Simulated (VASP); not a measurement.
# CoSi2 in VASP: further runs

Runs on CoSi2. Level: PBE. Tasks: single point, relaxation of cell and atoms.

All numbers are computed with VASP 6.6.1; they aren't measurements. Logs are shortened: lines on timing, memory, paths and dates and some standing lists are left out, and cuts for length are marked.

## (1) The cell of the first run

The structure is trigonal, space group P-3m1 (No. 164). The conventional cell has a = 3.938 Å, b = 3.938 Å, c = 7.189 Å, α = 90.00°, β = 90.00°, γ = 120.00°. Within 2.9 Å of Co (site symmetry 3m) lie 4 Si at 2.16 to 2.28 Å and 3 Co at 2.32 Å. Si (site symmetry -3m) has 6 Si at 2.58 Å within 3.4 Å. Within 2.9 Å of Si (site symmetry 3m) lie 1 Co at 2.16 Å and 3 Si at 2.58 Å. Si (site symmetry -3m) has 6 Co at 2.28 Å within 3.0 Å.

The cell was built from a structure type or drawn by symmetry, and may not be a known phase.

## (2) Single point, PBE

Input file INCAR:

```
SYSTEM = CoSi2
PREC     = Accurate       ! precision mode
ENCUT    = 520            ! plane-wave cutoff, eV
EDIFF    = 1E-6           ! SCF threshold, eV
ISMEAR   = 0              ! smearing method
SIGMA    = 0.1            ! smearing width, eV
LREAL    = .FALSE.        ! projectors in reciprocal space
LASPH    = .TRUE.         ! aspherical terms in the spheres
NELM     = 100            ! most SCF steps
ALGO     = Normal         ! electronic algorithm
ISIF     = 2              ! what is computed and relaxed
LWAVE    = .FALSE.        ! write WAVECAR
LCHARG   = .FALSE.        ! write CHGCAR
GGA      = PE             ! functional
NBANDS   = 26             ! bands
```

Input file KPOINTS:

```
regular mesh
0
G
  12 12 6
  0 0 0
```

Input file POSCAR:

```
CoSi2
1.0
    3.9383961880      0.0000000000      0.0000000000
   -1.9691980940      3.4107511489      0.0000000000
    0.0000000000      0.0000000000      7.1891919175
Co Si
2 4
Direct
    0.3333333333      0.6666666667      0.0313124021
    0.6666666667      0.3333333333      0.9686875979
    0.0000000000      0.0000000000      0.5000000000
    0.3333333333      0.6666666667      0.3315179386
    0.6666666667      0.3333333333      0.6684820614
    0.0000000000      0.0000000000      0.0000000000
```

Potentials or basis: VASP PAW PBE potentials, release 64 (Co, Si).

Launch:

```sh
$ cat potpaw_PBE.64/Co/POTCAR potpaw_PBE.64/Si/POTCAR > POTCAR
$ mpirun -np 1 vasp_std > vasp.out
```

OUTCAR:

```text
SYSTEM = CoSi2
   PREC = Accurate
   ENCUT = 520
   EDIFF = 1E-6
   ISMEAR = 0
   LREAL = .FALSE.
   LASPH = .TRUE.
   NELM = 100
   ISIF = 2
   GGA = PE

 ion  position               nearest neighbor table
   1  0.333  0.667  0.031-   4 2.16   6 2.28   6 2.28   6 2.28   2 2.32   2 2.32   2 2.32
   2  0.667  0.333  0.969-   5 2.16   6 2.28   6 2.28   6 2.28   1 2.32   1 2.32   1 2.32
   3  0.000  0.000  0.500-   4 2.58   5 2.58   4 2.58   5 2.58   5 2.58   4 2.58
   4  0.333  0.667  0.332-   1 2.16   3 2.58   3 2.58   3 2.58
   5  0.667  0.333  0.668-   2 2.16   3 2.58   3 2.58   3 2.58
   6  0.000  0.000  0.000-   1 2.28   2 2.28   1 2.28   2 2.28   2 2.28   1 2.28

  LATTYP: Found a hexagonal cell.
 ALAT       =     3.9383961880
 C/A-ratio  =     1.8254110491

  Lattice vectors:

 A1 = (   3.9383961880,   0.0000000000,   0.0000000000)
 A2 = (  -1.9691980940,   3.4107511489,   0.0000000000)
 A3 = (   0.0000000000,   0.0000000000,   7.1891919175)

Analysis of symmetry for initial positions (statically):
=====================================================================
 Subroutine PRICEL returns:
 Original cell was already a primitive cell.

 Routine SETGRP: Setting up the symmetry group for a
 hexagonal supercell.

 Subroutine GETGRP returns: Found 12 space group operations
 (whereof 12 operations were pure point group operations)
 out of a pool of 24 trial point group operations.

The static configuration has the point symmetry D_3d.

Analysis of symmetry for dynamics (positions and initial velocities):
=====================================================================
 Subroutine PRICEL returns:
 Original cell was already a primitive cell.

 Routine SETGRP: Setting up the symmetry group for a
 hexagonal supercell.

 Subroutine GETGRP returns: Found 12 space group operations
 (whereof 12 operations were pure point group operations)
 out of a pool of 24 trial point group operations.

The dynamic configuration has the point symmetry D_3d.

 Subroutine INISYM returns: Found 12 space group operations
 (whereof 12 operations are pure point group operations),
 and found     1 'primitive' translations

----------------------------------------------------------------------------------------

                                     Primitive cell

  volume of cell :      96.5716

  direct lattice vectors                    reciprocal lattice vectors
     3.938396188  0.000000000  0.000000000     0.253910463  0.146595274  0.000000000
    -1.969198094  3.410751149  0.000000000     0.000000000  0.293190548  0.000000000
     0.000000000  0.000000000  7.189191917     0.000000000  0.000000000  0.139097692

  length of vectors
     3.938396188  3.938396188  7.189191917     0.293190548  0.293190548  0.139097692

  position of ions in fractional coordinates (direct lattice)
     0.333333333  0.666666667  0.031312402
     0.666666667  0.333333333  0.968687598
     0.000000000  0.000000000  0.500000000
     0.333333333  0.666666667  0.331517939
     0.666666667  0.333333333  0.668482061
     0.000000000  0.000000000  0.000000000

  ion indices of the primitive-cell ions
   primitive index   ion index
                 1           1
                 2           2
                 3           3
                 4           4
                 5           5
                 6           6

----------------------------------------------------------------------------------------

 KPOINTS: regular mesh

Automatic generation of k-mesh.
 Grid dimensions read from file:
 generate k-points for:   12   12    6

 Generating k-lattice:

  Cartesian coordinates                     Fractional coordinates (reciprocal lattice)
     0.021159205  0.012216273  0.000000000     0.083333333  0.000000000  0.000000000
     0.000000000  0.024432546  0.000000000     0.000000000  0.083333333  0.000000000
     0.000000000  0.000000000  0.023182949     0.000000000  0.000000000  0.166666667

  Length of vectors
     0.024432546  0.024432546  0.023182949

  Shift w.r.t. Gamma in fractional coordinates (k-lattice)
     0.000000000  0.000000000  0.000000000

 Subroutine IBZKPT returns following result:
 ===========================================

 Found    100 irreducible k-points:

 Following reciprocal coordinates:
            Coordinates               Weight
  0.000000  0.000000  0.000000      1.000000
  0.083333 -0.000000  0.000000      6.000000
  0.166667  0.000000  0.000000      6.000000
  0.250000 -0.000000  0.000000      6.000000
  0.333333 -0.000000  0.000000      6.000000
  0.416667 -0.000000  0.000000      6.000000
[... 16 lines left out ...]
  0.166667  0.000000  0.166667      6.000000
  0.000000  0.166667  0.166667      6.000000
 [... further k-points ...]
   k-points           NKPTS =    100   k-points in BZ     NKDIM =    100   number of bands    NBANDS=     26
   number of dos      NEDOS =    301   number of ions     NIONS =      6
   total plane-waves  NPLWV =  48600
[... 74 lines left out ...]
      2      -2.3221      2.00000
      3      -0.7029      2.00000
      4       3.3128      2.00000
      5       3.3128      2.00000
      6       3.3681      2.00000
[... 18 lines left out ...]
     25      12.0008      0.00000
     26      12.1845      0.00000

 k-point     2 :       0.0833   -0.0000    0.0000
  band No.  band energies     occupation
      1      -4.3392      2.00000
      2      -2.2396      2.00000
      3      -0.6428      2.00000
      4       3.1219      2.00000
      5       3.3570      2.00000
      6       3.4487      2.00000
[... 18 lines left out ...]
     25      12.0368      0.00000
     26      12.1399      0.00000

 k-point     3 :       0.1667    0.0000    0.0000
  band No.  band energies     occupation
      1      -4.0916      2.00000
      2      -1.9979      2.00000
      3      -0.4711      2.00000
      4       2.7224      2.00000
      5       3.4569      2.00000
      6       3.4831      2.00000
[... 18 lines left out ...]
     25      12.0357      0.00000
     26      12.1764      0.00000

 k-point     4 :       0.2500   -0.0000    0.0000
  band No.  band energies     occupation
      1      -3.6837      2.00000
      2      -1.6166      2.00000
      3      -0.2310      2.00000
      4       2.0623      2.00000
      5       3.1010      2.00000
      6       3.6682      2.00000
[... 18 lines left out ...]
     25      12.5211      0.00000
     26      12.6965      0.00000

 k-point     5 :       0.3333   -0.0000    0.0000
  band No.  band energies     occupation
      1      -3.1244      2.00000
      2      -1.1448      2.00000
      3      -0.1202      2.00000
      4       1.3700      2.00000
      5       2.5269      2.00000
      6       3.3950      2.00000
[... 18 lines left out ...]
     25      13.3713      0.00000
     26      13.4065      0.00000

 k-point     6 :       0.4167   -0.0000    0.0000
  band No.  band energies     occupation
      1      -2.4380      2.00000
      2      -0.8090      2.00000
      3      -0.4816      2.00000
      4       1.3111      2.00000
      5       2.0499      2.00000
      6       2.8601      2.00000
[... 427 lines left out ...]
 k-point    21 :       0.0833   -0.0000    0.1667
  band No.  band energies     occupation
      1      -4.2860      2.00000
      2      -2.4937      2.00000
      3      -0.3055      2.00000
      4       3.0938      2.00000
      5       3.3597      2.00000
      6       3.3703      2.00000
[... 18 lines left out ...]
     25      11.8664      0.00000
     26      12.0541      0.00000

 k-point    22 :       0.0000    0.0833    0.1667
  band No.  band energies     occupation
      1      -4.2860      2.00000
      2      -2.4936      2.00000
      3      -0.3061      2.00000
      4       3.1012      2.00000
      5       3.3577      2.00000
      6       3.3635      2.00000
[... 18 lines left out ...]
     25      12.2564      0.00000
     26      12.5457      0.00000

 k-point    23 :       0.1667    0.0000    0.1667
  band No.  band energies     occupation
      1      -4.0391      2.00000
      2      -2.2529      2.00000
      3      -0.1387      2.00000
      4       2.7159      2.00000
      5       3.4153      2.00000
      6       3.4888      2.00000
[... 18 lines left out ...]
     25      11.9387      0.00000
     26      12.3852      0.00000

 k-point    24 :       0.0000    0.1667    0.1667
  band No.  band energies     occupation
      1      -4.0391      2.00000
      2      -2.2520      2.00000
      3      -0.1456      2.00000
      4       2.7560      2.00000
      5       3.3449      2.00000
      6       3.4827      2.00000
[... 18 lines left out ...]
     25      12.2808      0.00000
     26      12.3073      0.00000

 [... further k-points ...]

------------------------ aborting loop because EDIFF is reached ----------------------------------------

  FORCE on cell =-STRESS in cart. coord.  units (eV):
  Direction    XX          YY          ZZ          XY          YZ          ZX
  --------------------------------------------------------------------------------------
  -------------------------------------------------------------------------------------
  Total       -0.1165162     -0.1165162      0.0130240      0.0000000      0.0000000      0.0000000
  in kB       -1.9330690     -1.9330690      0.2160761      0.0000000      0.0000000      0.0000000
  external PRESSURE =      -1.2166873 kB  Pullay stress =       0.0000000 kB

 VOLUME and BASIS-vectors are now :
 -----------------------------------------------------------------------------
  energy-cutoff  :      520.00
  volume of cell :       96.57
      direct lattice vectors                 reciprocal lattice vectors
     3.938396188  0.000000000  0.000000000     0.253910463  0.146595274  0.000000000
    -1.969198094  3.410751149  0.000000000     0.000000000  0.293190548  0.000000000
     0.000000000  0.000000000  7.189191917     0.000000000  0.000000000  0.139097692

 POSITION                                       TOTAL-FORCE (eV/Angst)
 -----------------------------------------------------------------------------------
     -0.00000      2.27383      0.22511        -0.000000      0.000000     -0.038407
      1.96920      1.13692      6.96408         0.000000     -0.000000      0.038407
      0.00000      0.00000      3.59460         0.000000      0.000000      0.000000
     -0.00000      2.27383      2.38335         0.000000      0.000000      0.016994
      1.96920      1.13692      4.80585         0.000000     -0.000000     -0.016994
      0.00000      0.00000      0.00000         0.000000      0.000000      0.000000
 -----------------------------------------------------------------------------------
    total drift:                                0.000000      0.000000      0.000000

  FREE ENERGIE OF THE ION-ELECTRON SYSTEM (eV)
  ---------------------------------------------------
  free  energy   TOTEN  =       -34.6552688047 eV

  energy  without entropy=      -34.6275084688  energy(sigma->0) =      -34.64138864
```

Run time: 2.6 min. Hardware: 1 thread of AMD EPYC 9R45 (Zen 5), shared host; peak memory 0.31 GiB.

What came out:

- Free energy: -34.6553 eV
- Pressure: -0.1 GPa
- Largest force: 0.038 eV/Å
- Band gap on the k mesh: zero (bands 17 and 18 overlap by 1.12 eV)

Forces on the atoms (eV/Å):
```
Co   0.000  0.000 -0.038
Co   0.000  0.000  0.038
Si   0.000  0.000  0.000
Si   0.000  0.000  0.017
Si   0.000  0.000 -0.017
Si   0.000  0.000  0.000
```

Caveat: the run has no spin polarisation, though such a crystal can be magnetic. Spin polarisation is off, so any magnetic state and its effect on volume and gap are missing.

## (3) Single point, PBE

This run uses another cell than the first one: it holds 12 atoms, not 6.

Input file INCAR:

```
  PREC = Accurate
  ENCUT = 520
  EDIFF = 1E-6
  ISMEAR = 0
  SIGMA = 0.2
  LREAL = False
  LASPH = True
  NELM = 60
  ALGO = Normal
  ISIF = 2
  LWAVE = False
  LCHARG = True
  GGA = PE
  LELF = True
  LVHAR = True
  NBANDS = 46
```

Input file KPOINTS:

```
Automatic mesh
0
Gamma
  6 6 2
```

Input file POSCAR:

```
CoSi2
1.0
    3.9509102716      0.0006041915     -0.0003090087
   -1.9749316403      3.4206988017      0.0000874580
    0.0005576112      0.0007926602     14.2017491709
Co Si
4 8
Direct
    0.3331478822      0.6668007192      0.0146243573
    0.3331181122      0.6667764566      0.5146336026
    0.6664400940      0.3334205709      0.4852271951
    0.6664811648      0.3334245168      0.9851994251
    0.0001776538      0.0000149060      0.2499307846
    0.0003284548     -0.0002166154      0.7499543529
    0.3337256778      0.6667873630      0.1673793050
    0.3337442962      0.6663732256      0.6673964695
    0.6664896807      0.3333188703      0.3325022360
    0.6667531159      0.3330448870      0.8324701058
    0.9997730149      1.0001105007      0.5004099868
   -0.0001791474      0.0001445994      0.0002721794
```

Potentials or basis: VASP PAW PBE potentials, release 64 (Co, Si).

Launch:

```sh
$ cat potpaw_PBE.64/Co/POTCAR potpaw_PBE.64/Si/POTCAR > POTCAR
$ mpirun -np 1 vasp_std > vasp.out
```

It took 6.2 min on 1 thread of AMD EPYC 9R45 (Zen 5), shared host; peak memory 0.42 GiB.

The run converged. Its results:

```yaml
Free_energy: -69.3978 eV
Pressure: -0.1 GPa
Largest_force: 0.047 eV/Å
Band_gap_on_the_k_mesh: zero (bands 34 and 35 overlap by 0.82 eV)
```

Forces in eV/Å, atoms in the order of the input:
```
Co   0.002 -0.001 -0.045
Co   0.002 -0.002 -0.044
Co   0.000  0.001  0.046
Co   0.000  0.002  0.047
Si  -0.002  0.000  0.001
Si  -0.002  0.000 -0.001
Si  -0.003 -0.001  0.023
Si  -0.002  0.001  0.022
Si   0.004  0.000 -0.022
Si   0.002  0.000 -0.021
Si  -0.001  0.000 -0.004
Si  -0.001 -0.001 -0.003
```

Levels at points of the mesh, in eV from the Fermi level:
```csv
k point,band 31,band 32,band 33,band 34,band 35,band 36,band 37,band 38
"(0.00, 0.00, 0.00)",-0.30,-0.30,0.53,0.53,0.70,0.70,0.96,1.20
"(0.50, 0.00, 0.00)",-0.75,-0.70,-0.69,-0.23,-0.21,0.03,0.14,0.55
"(0.00, 0.50, 0.00)",-0.75,-0.70,-0.69,-0.23,-0.21,0.03,0.14,0.55
"(0.50, 0.50, 0.00)",-0.75,-0.70,-0.69,-0.23,-0.21,0.03,0.14,0.55
"(0.00, 0.00, 0.50)",-0.39,-0.38,0.60,0.60,0.61,0.61,1.11,1.11
"(0.50, 0.00, 0.50)",-0.75,-0.75,-0.33,-0.33,-0.21,-0.21,0.26,0.26
"(0.00, 0.50, 0.50)",-0.75,-0.75,-0.33,-0.33,-0.21,-0.21,0.26,0.26
"(0.50, 0.50, 0.50)",-0.75,-0.75,-0.33,-0.33,-0.21,-0.21,0.26,0.26
```

Caveat: the run has no spin polarisation, though such a crystal can be magnetic. Spin polarisation is off, so any magnetic state and its effect on volume and gap are missing.

## (4) Relaxation of cell and atoms, PBE

This run uses another cell than the first one, of 15.91 Å³/atom.

Input file INCAR:

```
SYSTEM = CoSi2
ALGO = Normal
EDIFF = 1E-6
EDIFFG = -0.01
ENCUT = 600
GGA = PE
IBRION = 2
ISIF = 3
ISMEAR = 0
LASPH = .TRUE.
LCHARG = .FALSE.
LREAL = .FALSE.
LWAVE = .FALSE.
NELM = 60
NSW = 100
PREC = Accurate
SIGMA = 0.1
```

Input file KPOINTS:

```
k-points
0
G
  12 12 6
  0 0 0
```

Input file POSCAR:

```
CoSi2
1.0
    3.9513814771      0.0000000000      0.0000000000
   -1.9756907386      3.4219967392      0.0000000000
    0.0000000000      0.0000000000      7.0602854649
Co Si
2 4
Direct
    0.3333333333      0.6666666667      0.0274304618
    0.6666666667      0.3333333333      0.9725695382
    0.0000000000      0.0000000000      0.5000000000
    0.3333333333      0.6666666667      0.3347128700
    0.6666666667      0.3333333333      0.6652871300
    0.0000000000      0.0000000000      0.0000000000
```

Launch:

```sh
$ cat potpaw_PBE.64/Co/POTCAR potpaw_PBE.64/Si/POTCAR > POTCAR
$ mpirun -np 1 vasp_std > vasp.out
```

Wall time 29 min (1 thread of AMD EPYC 9R45 (Zen 5), shared host); peak memory 0.36 GiB.

The run converged. Its results:

```yaml
Free_energy: -34.6550 eV
Relaxed_volume: 16.06 Å³/atom
Relaxed_cell: a = 3.939 Å, b = 3.939 Å, c = 7.169 Å, α = 90.00°, β = 90.00°, γ = 120.00°
Space_group_after_relaxing_to_0.1_Å: P-3m1 (No. 164)
Energy_gained_by_relaxing: 1.3 meV/atom
Ionic_steps: 25
Pressure_after_relaxing: 0.0 GPa
Largest_force_after_relaxing: 0.009 eV/Å
Band_gap_on_the_k_mesh: zero (bands 17 and 18 overlap by 1.11 eV)
```

Forces in eV/Å, atoms in the order of the input:
```
Co   0.000  0.000  0.004
Co   0.000  0.000 -0.004
Si   0.000  0.000  0.000
Si   0.000  0.000 -0.009
Si   0.000  0.000  0.009
Si   0.000  0.000  0.000
```

The path:
```csv
step,energy change (eV),largest force (eV/Å),pressure (GPa),volume (Å³)
1,0.0000,0.1984,0.29,95.47
2,-0.0033,0.0708,-0.05,95.86
3,-0.0035,0.0644,-0.22,96.06
4,-0.0056,0.0470,-0.15,96.13
5,-0.0067,0.0932,0.07,96.34
6,-0.0072,0.0658,-0.08,96.27
7,-0.0075,0.0300,0.01,96.18
8,-0.0075,0.0375,0.06,96.16
9,-0.0075,0.0341,0.14,96.17
10,-0.0075,0.0323,0.12,96.17
11,-0.0076,0.0402,0.00,96.27
12,-0.0076,0.0453,-0.05,96.32
13,-0.0077,0.0310,-0.09,96.34
14,-0.0078,0.0106,-0.07,96.37
15,-0.0079,0.0071,-0.06,96.34
16,-0.0080,0.0066,0.07,96.27
17,-0.0080,0.0075,0.09,96.27
18,-0.0080,0.0078,0.06,96.30
19,-0.0080,0.0064,0.09,96.28
20,-0.0080,0.0081,0.12,96.34
21,-0.0079,0.0333,-0.13,96.51
22,-0.0080,0.0177,-0.05,96.40
23,-0.0080,0.0143,-0.04,96.38
24,-0.0080,0.0110,-0.02,96.36
25,-0.0080,0.0093,-0.01,96.35
```

Final structure:
```yaml
crystal:
  lattice:
    - [3.93946, 0.00000, 0.00000]
    - [-1.96973, 3.41167, 0.00000]
    - [0.00000, 0.00000, 7.16880]
  atoms:
    - { symbol: Co, position: [0.33333, 0.66667, 0.03017] }
    - { symbol: Co, position: [0.66667, 0.33333, 0.96983] }
    - { symbol: Si, position: [0.00000, 0.00000, 0.50000] }
    - { symbol: Si, position: [0.33333, 0.66667, 0.33155] }
    - { symbol: Si, position: [0.66667, 0.33333, 0.66845] }
    - { symbol: Si, position: [0.00000, 0.00000, 0.00000] }
```

Levels at points of the mesh, in eV from the Fermi level:
| k point | band 15 | band 16 | band 17 | band 18 | band 19 | band 20 |
| --- | --- | --- | --- | --- | --- | --- |
| (0.00, 0.00, 0.00) | -0.45 | -0.45 | 0.60 | 0.60 | 0.98 | 2.39 |
| (0.50, 0.00, 0.00) | -1.00 | -0.73 | -0.22 | 0.05 | 0.17 | 1.78 |
| (0.00, 0.00, 0.50) | -0.27 | -0.27 | 0.78 | 0.78 | 1.26 | 2.49 |
| (0.50, 0.00, 0.50) | -1.24 | -0.70 | -0.68 | -0.19 | 0.51 | 1.17 |

Caveat: the run has no spin polarisation, though such a crystal can be magnetic.

## (5) Summary

```csv
task,cell,k mesh,cutoff (eV),smearing,gap on the mesh (eV),pressure (GPa),largest force (eV/Å)
single point,"a = 3.938, b = 3.938, c = 7.189 Å, angles 90.0, 90.0, 120.0°, 6 atoms, atomic positions A",12 × 12 × 6,520,gaussian 0.1 eV,none,-0.1,0.04
single point,"a = 3.951, b = 3.950, c = 14.202 Å, angles 90.0, 90.0, 120.0°, 12 atoms, atomic positions B",6 × 6 × 2,520,gaussian 0.2 eV,none,-0.1,0.05
relaxation of cell and atoms,"relaxed from a = 3.951, b = 3.951, c = 7.060 Å, angles 90.0, 90.0, 120.0°, 6 atoms, atomic positions C",12 × 12 × 6,600,gaussian 0.1 eV,none,0.0,0.01
```

Alike in all rows: level PBE; potentials or basis VASP PAW PBE potentials, release 64 (Co, Si); no spin polarisation.

Caveats: the run has no spin polarisation, though such a crystal can be magnetic.

Total energies depend on the potentials used, so only differences within one code and one set of settings carry meaning.
